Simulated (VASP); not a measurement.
# NaF in VASP: settings compared

NaF is run at these levels: PBE, LDA, PBEsol, r2SCAN; tasks: electric field gradients.

All numbers are computed with VASP 6.6.1; they aren't measurements. Logs are shortened: lines on timing, memory, paths and dates and some standing lists are left out, and cuts for length are marked.

### Step 1. The cell of the first run

The structure is tetragonal, space group I4mm (No. 107). The conventional cell has a = 3.286 Å, b = 3.286 Å, c = 4.647 Å, α = 90.00°, β = 90.00°, γ = 90.00°. Na (site symmetry 4mm) has 6 F at 2.24 to 2.40 Å within 3.0 Å. Within 3.0 Å of F (site symmetry 4mm) lie 6 Na at 2.24 to 2.40 Å.

### Step 2. Electric field gradients, PBE (atom 2 (F) moved by [0.08, 0.0, 0.0] A)

The input, INCAR:

```
SYSTEM = NaF
PREC = Accurate
ENCUT = 520
EDIFF = 1E-8
ISMEAR = -1
SIGMA = 0.02
LREAL = .FALSE.
LASPH = .TRUE.
NELM = 100
ALGO = Normal
ISIF = 2
LWAVE = .FALSE.
LCHARG = .FALSE.
GGA = PE
LEFG = .TRUE.
NBANDS = 14
```

The input, KPOINTS:

```
regular mesh
0
G
  10 10 10
  0 0 0
```

The input, POSCAR:

```
NaF
1.0
    0.0000000000      2.3233000000      2.3233000000
    2.3233000000      0.0000000000      2.3233000000
    2.3233000000      2.3233000000      0.0000000000
Na F
1 1
Direct
    0.0000000000      0.0000000000      0.0000000000
    0.4827831102      0.5172168898      0.5172168898
```

Potentials or basis: VASP PAW PBE potentials, release 64 (Na_pv, F).

Run with:

```bash
$ cat potpaw_PBE.64/Na_pv/POTCAR potpaw_PBE.64/F/POTCAR > POTCAR
$ mpirun -np 1 vasp_std > vasp.out
```

OUTCAR:

```text
SYSTEM = NaF
   PREC = Accurate
   ENCUT = 520
   EDIFF = 1E-8
   ISMEAR = -1
   LREAL = .FALSE.
   LASPH = .TRUE.
   NELM = 100
   ISIF = 2
   GGA = PE

 ion  position               nearest neighbor table
   1  0.000  0.000  0.000-   2 2.24   2 2.32   2 2.32   2 2.32   2 2.32
   2  0.483  0.517  0.517-   1 2.24   1 2.32   1 2.32   1 2.32   1 2.32

  LATTYP: Found a face centered cubic cell.
 ALAT       =     4.6466000000

  Lattice vectors:

 A1 = (   0.0000000000,   2.3233000000,   2.3233000000)
 A2 = (   2.3233000000,   0.0000000000,   2.3233000000)
 A3 = (   2.3233000000,   2.3233000000,   0.0000000000)

Analysis of symmetry for initial positions (statically):
=====================================================================
 Subroutine PRICEL returns:
 Original cell was already a primitive cell.

 Routine SETGRP: Setting up the symmetry group for a
 face centered cubic supercell.

 Subroutine GETGRP returns: Found  8 space group operations
 (whereof  8 operations were pure point group operations)
 out of a pool of 48 trial point group operations.

The static configuration has the point symmetry C_4v.

Analysis of symmetry for dynamics (positions and initial velocities):
=====================================================================
 Subroutine PRICEL returns:
 Original cell was already a primitive cell.

 Routine SETGRP: Setting up the symmetry group for a
 face centered cubic supercell.

 Subroutine GETGRP returns: Found  8 space group operations
 (whereof  8 operations were pure point group operations)
 out of a pool of 48 trial point group operations.

The dynamic configuration has the point symmetry C_4v.

 Subroutine INISYM returns: Found  8 space group operations
 (whereof  8 operations are pure point group operations),
 and found     1 'primitive' translations

----------------------------------------------------------------------------------------

                                     Primitive cell

  volume of cell :      25.0811

  direct lattice vectors                    reciprocal lattice vectors
     0.000000000  2.323300000  2.323300000    -0.215211122  0.215211122  0.215211122
     2.323300000  0.000000000  2.323300000     0.215211122 -0.215211122  0.215211122
     2.323300000  2.323300000  0.000000000     0.215211122  0.215211122 -0.215211122

  length of vectors
     3.285642369  3.285642369  3.285642369     0.372756598  0.372756598  0.372756598

  position of ions in fractional coordinates (direct lattice)
     0.000000000  0.000000000  0.000000000
     0.482783110  0.517216890  0.517216890

  ion indices of the primitive-cell ions
   primitive index   ion index
                 1           1
                 2           2

----------------------------------------------------------------------------------------

 KPOINTS: regular mesh

Automatic generation of k-mesh.
 Grid dimensions read from file:
 generate k-points for:   10   10   10

 Generating k-lattice:

  Cartesian coordinates                     Fractional coordinates (reciprocal lattice)
    -0.021521112  0.021521112  0.021521112     0.100000000  0.000000000  0.000000000
     0.021521112 -0.021521112  0.021521112     0.000000000  0.100000000  0.000000000
     0.021521112  0.021521112 -0.021521112     0.000000000  0.000000000  0.100000000

  Length of vectors
     0.037275660  0.037275660  0.037275660

  Shift w.r.t. Gamma in fractional coordinates (k-lattice)
     0.000000000  0.000000000  0.000000000

 Subroutine IBZKPT returns following result:
 ===========================================

 Found    102 irreducible k-points:

 Following reciprocal coordinates:
            Coordinates               Weight
  0.000000  0.000000  0.000000      1.000000
  0.100000  0.000000  0.000000      8.000000
  0.200000  0.000000  0.000000      8.000000
  0.300000  0.000000  0.000000      8.000000
  0.400000  0.000000  0.000000      8.000000
  0.500000  0.000000  0.000000      4.000000
[... 16 lines left out ...]
 -0.100000  0.100000  0.000000      8.000000
  0.000000 -0.100000  0.100000      4.000000
 [... further k-points ...]
   k-points           NKPTS =    102   k-points in BZ     NKDIM =    102   number of bands    NBANDS=     14
   number of dos      NEDOS =    301   number of ions     NIONS =      2
   total plane-waves  NPLWV =  13824
   dimension x,y,z NGX =    24 NGY =   24 NGZ =   24
   dimension x,y,z NGXF=    48 NGYF=   48 NGZF=   48
   ions per type =               1   1
   NGX,Y,Z   is equivalent  to a cutoff of  12.14, 12.14, 12.14 a.u.
   NGXF,Y,Z  is equivalent  to a cutoff of  24.29, 24.29, 24.29 a.u.
 SYSTEM =  NaF
   PREC   = accura    normal or accurate (medium, high low for compatibility)
   ISTART =      0    job   : 0-new  1-cont  2-samecut
   ICHARG =      2    charge: 1-file 2-atom 10-const
   ISPIN  =      1    spin polarized calculation?
   LNONCOLLINEAR =      F non collinear calculations
   LSORBIT =      F    spin-orbit coupling
   LASPH  =      T    aspherical Exc in radial PAW
   ENCUT  =  520.0 eV  38.22 Ry    6.18 a.u.   6.11  6.11  6.11*2*pi/ulx,y,z
   NELM   =    100;   NELMIN=  2; NELMDL= -5     # of ELM steps
   EDIFF  = 0.1E-07   stopping-criterion for ELM
   LREAL  =      F    real-space projection
   EDIFFG = 0.1E-06   stopping-criterion for IOM
   NSW    =      0    number of steps for IOM
   IBRION =     -1    ionic relax: 0-MD 1-quasi-New 2-CG
   NFREE  =      0    steps in history (QN), initial steepest desc. (CG)
   ISIF   =      2    stress and relaxation
   ISYM   =      2    0-nonsym 1-usesym 2-fastsym
   POTIM  = 0.5000    time-step for ionic-motion
   TEBEG  =    0.0;   TEEND  =   0.0 temperature during run
   PSTRESS=    0.0 pullay stress
   NELECT =      14.0000    total number of electrons
   NUPDOWN=      -1.0000    fix difference up-down
   EMIN   =  10.00;   EMAX   =-10.00  energy-range for DOS
   EFERMI =   0.00;   METHOD = LEGACY
   ISMEAR =    -1;   SIGMA  =   0.02  broadening in eV -4-tet -1-fermi 0-gaus
   EFERMI_NEDOS =   21; number of points for ismear=-14 and -15
   IALGO  =     38    algorithm
   IMIX   =      4    mixing-type and parameters
     AMIX     =   0.40;   BMIX     =  1.00
     AMIX_MAG =   1.60;   BMIX_MAG =  1.00
  volume/ion in A,a.u.               =      12.54        84.63
  Fermi-wavevector in a.u.,A,eV,Ry     =   1.347935  2.547227 24.720809  1.816928
  Thomas-Fermi vector in A             =   2.475645
   LORBIT       =      0    0 simple, 1 ext, 2 COOP (PROOUT), +10 PAW based schemes
   GGA     = PE    functional components
   LHFCALC =     F    Hartree Fock is set to
   AEXX    =    0.0000 exact exchange contribution
   IVDW    =     0    specifies the selected vdW correction
   LEPSILON=     F    determine dielectric tensor
   LRPA    =     F    only Hartree local field effects (RPA)
 non-spin polarized calculation
  energy-cutoff  :      520.00
  volume of cell :       25.08
 maximum number of plane-waves:       692
   NGX = 13   NGY = 13   NGZ = 13

 number of electron      13.9999991 magnetization

 Free energy of the ion-electron system (eV)
  ---------------------------------------------------
  ext. energy  EPLUGINS =         0.00000000
  ---------------------------------------------------
  free energy    TOTEN  =        -8.55650486 eV

  energy without entropy =       -8.55650486  energy(sigma->0) =       -8.55650486

 E-fermi :  -1.5980     XC(G=0):  -9.1143

 val. band max:       -2.1219157039   @ k =   0.0000   0.0000   0.0000
 cond. band min:       4.1344807599   @ k =   0.0000   0.0000   0.0000
 fundamental gap:      6.2563964638
 Fermi energy:        -1.5979958387

 k-point     1 :       0.0000    0.0000    0.0000
  band No.  band energies     occupation
      1     -21.3044      2.00000
      2     -21.0860      2.00000
      3     -21.0860      2.00000
      4     -21.0613      2.00000
      5      -2.1221      2.00000
      6      -2.1219      2.00000
      7      -2.1219      2.00000
      8       4.1345      0.00000
      9      16.8059      0.00000
     10      16.8159      0.00000
     11      16.8159      0.00000
     12      19.6360      0.00000
     13      21.8136      0.00000
     14      21.8148      0.00000
[... 375 lines left out ...]
 k-point    24 :       0.0000   -0.1000    0.1000
  band No.  band energies     occupation
      1     -21.5629      2.00000
      2     -21.0969      2.00000
      3     -21.0863      2.00000
      4     -20.7673      2.00000
      5      -2.5639      2.00000
      6      -2.2102      2.00000
      7      -2.1751      2.00000
      8       5.0271      0.00000
      9      14.4798      0.00000
     10      16.8258      0.00000
     11      17.3608      0.00000
     12      20.4234      0.00000
     13      21.4004      0.00000
     14      22.4223      0.00000

 [... further k-points ...]
[... 5 lines left out ...]
  --------------------------------------------------------------------------------------
  -------------------------------------------------------------------------------------
  Total        0.3551644      0.2393359      0.2393359     -0.0000000      0.0000000      0.0000000
  in kB       22.6878933     15.2887718     15.2887718     -0.0000000      0.0000000      0.0000000
  external PRESSURE =      17.7551456 kB  Pullay stress =       0.0000000 kB

 VOLUME and BASIS-vectors are now :
 -----------------------------------------------------------------------------
  energy-cutoff  :      520.00
  volume of cell :       25.08
      direct lattice vectors                 reciprocal lattice vectors
     0.000000000  2.323300000  2.323300000    -0.215211122  0.215211122  0.215211122
     2.323300000  0.000000000  2.323300000     0.215211122 -0.215211122  0.215211122
     2.323300000  2.323300000  0.000000000     0.215211122  0.215211122 -0.215211122

 POSITION                                       TOTAL-FORCE (eV/Angst)
 -----------------------------------------------------------------------------------
      0.00000      0.00000      0.00000         0.195267      0.000000      0.000000
      2.40330      2.32330      2.32330        -0.195267      0.000000      0.000000
 -----------------------------------------------------------------------------------
    total drift:                               -0.001294      0.000002      0.000002

  FREE ENERGIE OF THE ION-ELECTRON SYSTEM (eV)
  ---------------------------------------------------
  free  energy   TOTEN  =        -8.5565048557 eV

  energy  without entropy=       -8.5565048557  energy(sigma->0) =       -8.55650486

 Electric field gradients (V/A^2)
---------------------------------------------------------------------
 ion       V_xx      V_yy      V_zz      V_xy      V_xz      V_yz
---------------------------------------------------------------------
   1      -0.707     0.353     0.353    -0.003    -0.003    -0.003
   2      -0.634     0.317     0.317     0.005     0.005     0.006
---------------------------------------------------------------------

 Electric field gradients after diagonalization (V/A^2)
 (convention: |V_zz| > |V_xx| > |V_yy|)
----------------------------------------------------------------------
 ion       V_xx      V_yy      V_zz     asymmetry (V_yy - V_xx)/ V_zz
----------------------------------------------------------------------
   1       0.356     0.350    -0.707       0.008
   2       0.323     0.311    -0.634       0.019
----------------------------------------------------------------------

           NMR quadrupolar parameters

 Cq : quadrupolar parameter    Cq=e*Q*V_zz/h
 eta: asymmetry parameters     (V_yy - V_xx)/ V_zz
 Q  : nuclear electric quadrupole moment in mb (millibarn)
----------------------------------------------------------------------
 ion       Cq(MHz)       eta       Q (mb)
----------------------------------------------------------------------
   1      -0.002       0.008       1.000
   2      -0.002       0.019       1.000
----------------------------------------------------------------------
```

Run time: 19 s. Hardware: 1 thread of Intel Xeon Platinum 8259CL at 2.50GHz (Skylake/Cascade Lake), shared host; peak memory 0.15 GiB.

What came out:

| Property | Result |
| --- | --- |
| Free energy | -8.5565 eV |
| Pressure | 1.8 GPa |
| Largest force | 0.195 eV/Å |
| Band gap on the k mesh | 6.26 eV |
| Largest electric field gradient by atom | Na -0.7; F -0.6 V/Å² |

Forces on the atoms (eV/Å):
```
Na   0.195  0.000  0.000
F   -0.195  0.000  0.000
```

Levels at points of the mesh, in eV from the valence-band top:
| k point | band 3 | band 4 | band 5 | band 6 | band 7 | band 8 | band 9 | band 10 | band 11 | band 12 |
| --- | --- | --- | --- | --- | --- | --- | --- | --- | --- | --- |
| (0.00, 0.00, 0.00) | -18.96 | -18.94 | 0.00 | 0.00 | 0.00 | 6.26 | 18.93 | 18.94 | 18.94 | 21.76 |
| (0.50, 0.00, 0.00) | -18.98 | -18.19 | -1.57 | -0.25 | -0.25 | 10.73 | 12.39 | 20.01 | 20.01 | 22.85 |
| (0.50, 0.50, 0.00) | -19.02 | -18.85 | -1.26 | -0.40 | -0.40 | 13.09 | 13.30 | 13.50 | 19.65 | 19.71 |
| (0.00, 0.50, 0.50) | -19.02 | -18.84 | -1.25 | -0.40 | -0.40 | 13.01 | 13.28 | 13.58 | 19.67 | 19.67 |

Electric field gradients, principal values (V/Å²):
```
atom  least  middle  greatest (by size)
1 Na  0.350   0.356              -0.707
 2 F  0.311   0.323              -0.634
```

Caveat: the cell differs from its parent crystal (atom 2 (F) moved by [0.08, 0.0, 0.0] A); without QUAD_EFG the Cq values of the log hold for a quadrupole moment of 1 mb, not for the nuclei. A k mesh can miss the band edges.

### Step 3. Electric field gradients, LDA

The input, INCAR:

```
PREC = Accurate
ENCUT = 520
EDIFF = 1E-8
ISMEAR = -1
SIGMA = 0.02
LREAL = False
LASPH = True
NELM = 100
ALGO = Normal
ISIF = 2
LWAVE = False
LCHARG = False
LEFG = True
NBANDS = 14
```

The input, KPOINTS:

```
Automatic mesh
0
Gamma
  10 10 10
```

Edit POSCAR of step 2 so:

```diff
@@ -9,2 +9,2 @@
     0.0000000000      0.0000000000      0.0000000000
-    0.4827831102      0.5172168898      0.5172168898
+    0.5000000000      0.5000000000      0.5000000000
```

Potentials or basis: VASP PAW LDA potentials, release 64 (Na_pv, F).

Run with:

```bash
$ cat potpaw_LDA.64/Na_pv/POTCAR potpaw_LDA.64/F/POTCAR > POTCAR
$ mpirun -np 1 vasp_std > vasp.out
```

OUTCAR:

```text
PREC = Accurate
   ENCUT = 520
   EDIFF = 1E-8
   ISMEAR = -1
   LREAL = False
   LASPH = True
   NELM = 100
   ISIF = 2

 ion  position               nearest neighbor table
   1  0.000  0.000  0.000-   2 2.32   2 2.32   2 2.32   2 2.32   2 2.32   2 2.32
   2  0.500  0.500  0.500-   1 2.32   1 2.32   1 2.32   1 2.32   1 2.32   1 2.32

  LATTYP: Found a face centered cubic cell.
 ALAT       =     4.6466000000

  Lattice vectors:

 A1 = (   0.0000000000,   2.3233000000,   2.3233000000)
 A2 = (   2.3233000000,   0.0000000000,   2.3233000000)
 A3 = (   2.3233000000,   2.3233000000,   0.0000000000)

Analysis of symmetry for initial positions (statically):
=====================================================================
 Subroutine PRICEL returns:
 Original cell was already a primitive cell.

 Routine SETGRP: Setting up the symmetry group for a
 face centered cubic supercell.

 Subroutine GETGRP returns: Found 48 space group operations
 (whereof 48 operations were pure point group operations)
 out of a pool of 48 trial point group operations.

The static configuration has the point symmetry O_h .

Analysis of symmetry for dynamics (positions and initial velocities):
=====================================================================
 Subroutine PRICEL returns:
 Original cell was already a primitive cell.

 Routine SETGRP: Setting up the symmetry group for a
 face centered cubic supercell.

 Subroutine GETGRP returns: Found 48 space group operations
 (whereof 48 operations were pure point group operations)
 out of a pool of 48 trial point group operations.

The dynamic configuration has the point symmetry O_h .

 Subroutine INISYM returns: Found 48 space group operations
[... 166 lines left out ...]
     14      20.9448      0.00000
[... 377 lines left out ...]
      1     -21.7286      2.00000
      2     -21.3806      2.00000
      3     -21.3726      2.00000
      4     -20.7628      2.00000
      5      -3.7632      2.00000
      6      -2.9406      2.00000
      7      -2.8825      2.00000
      8       7.6106      0.00000
      9      10.8120      0.00000
     10      13.6862      0.00000
     11      16.5293      0.00000
     12      16.5577      0.00000
     13      22.3576      0.00000
     14      23.5619      0.00000

 [... further k-points ...]
[... 5 lines left out ...]
  --------------------------------------------------------------------------------------
  -------------------------------------------------------------------------------------
  Total       -0.7387435     -0.7387435     -0.7387435      0.0000000      0.0000000      0.0000000
  in kB      -47.1909158    -47.1909158    -47.1909158      0.0000000      0.0000000      0.0000000
  external PRESSURE =     -47.1909158 kB  Pullay stress =       0.0000000 kB

 VOLUME and BASIS-vectors are now :
 -----------------------------------------------------------------------------
  energy-cutoff  :      520.00
  volume of cell :       25.08
      direct lattice vectors                 reciprocal lattice vectors
     0.000000000  2.323300000  2.323300000    -0.215211122  0.215211122  0.215211122
     2.323300000  0.000000000  2.323300000     0.215211122 -0.215211122  0.215211122
     2.323300000  2.323300000  0.000000000     0.215211122  0.215211122 -0.215211122

 POSITION                                       TOTAL-FORCE (eV/Angst)
 -----------------------------------------------------------------------------------
      0.00000      0.00000      0.00000        -0.000000      0.000000      0.000000
      2.32330      2.32330      2.32330         0.000000     -0.000000     -0.000000
 -----------------------------------------------------------------------------------
    total drift:                                0.000000     -0.000000      0.000000

  FREE ENERGIE OF THE ION-ELECTRON SYSTEM (eV)
  ---------------------------------------------------
  free  energy   TOTEN  =        -9.2997768359 eV

  energy  without entropy=       -9.2997768359  energy(sigma->0) =       -9.29977684

 Electric field gradients (V/A^2)
---------------------------------------------------------------------
 ion       V_xx      V_yy      V_zz      V_xy      V_xz      V_yz
---------------------------------------------------------------------
   1       0.000     0.000    -0.000     0.001     0.001     0.001
   2       0.000    -0.000    -0.000     0.008     0.008     0.008
---------------------------------------------------------------------

 Electric field gradients after diagonalization (V/A^2)
 (convention: |V_zz| > |V_xx| > |V_yy|)
----------------------------------------------------------------------
 ion       V_xx      V_yy      V_zz     asymmetry (V_yy - V_xx)/ V_zz
----------------------------------------------------------------------
   1      -0.001    -0.001     0.003       0.000
   2      -0.008    -0.008     0.016       0.000
----------------------------------------------------------------------

           NMR quadrupolar parameters

 Cq : quadrupolar parameter    Cq=e*Q*V_zz/h
 eta: asymmetry parameters     (V_yy - V_xx)/ V_zz
 Q  : nuclear electric quadrupole moment in mb (millibarn)
----------------------------------------------------------------------
 ion       Cq(MHz)       eta       Q (mb)
----------------------------------------------------------------------
   1       0.000       0.000       1.000
   2       0.000       0.000       1.000
----------------------------------------------------------------------
```

Wall time 28 s (1 thread of AMD EPYC 7R13, shared host); peak memory 0.1 GiB.

Results:

| Quantity | Value |
| --- | --- |
| Free energy | -9.2998 eV |
| Pressure | -4.7 GPa |
| Band gap on the k mesh | 5.91 eV |
| Largest electric field gradient by atom | zero within the noise of the run |

Caveat: the cell stands under tension. As with any semilocal functional, this LDA gap is likely too small.

[end of part 1 of 2]
